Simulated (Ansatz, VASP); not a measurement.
## Pt3I2 in VASP and in Ansatz

```
Pt I
1.0
     3.77743    0.00000    0.00000
    -1.88871    3.27135    0.00000
     0.00000    0.00000    8.91357
Pt I
3 2
Cartesian
  0.0000 0.0000 0.0000
  0.0000 2.1809 5.2451
  1.8887 1.0904 3.6685
  0.0000 2.1809 1.7861
  1.8887 1.0904 7.1275
```

Alike in both runs: functional PBE; k mesh 12 × 12 × 4; occupations gaussian, width 0.1 eV; no spin polarisation.

Ansatz relaxed the structure, and its values are those at the end. VASP's run is a single point on that final structure, the one shown.

```csv
,VASP,Ansatz
version,VASP 6.6.1,Ansatz 0.2.0
potentials or method,"VASP PAW PBE potentials, release 64 (Pt, I), cutoff 520 eV","scalar-relativistic, plane waves, PAW"
valence electrons in the cell,44,88
```

Ansatz gave:

| Item | Value |
| --- | --- |
| gap on the k mesh at the Fermi level (eV) | none |
| pressure (GPa) | 0.0 |

Task: Which values does VASP return?

Result: gap on the k mesh at the Fermi level (eV): none; pressure (GPa): -0.2.

A gap of «none» marks a metal or a gap that the smearing closes. VASP's potentials hold 44 valence electrons a cell and Ansatz's 88, so a difference there can come from the potentials and not from the codes.

Neither program's run includes spin-orbit coupling.
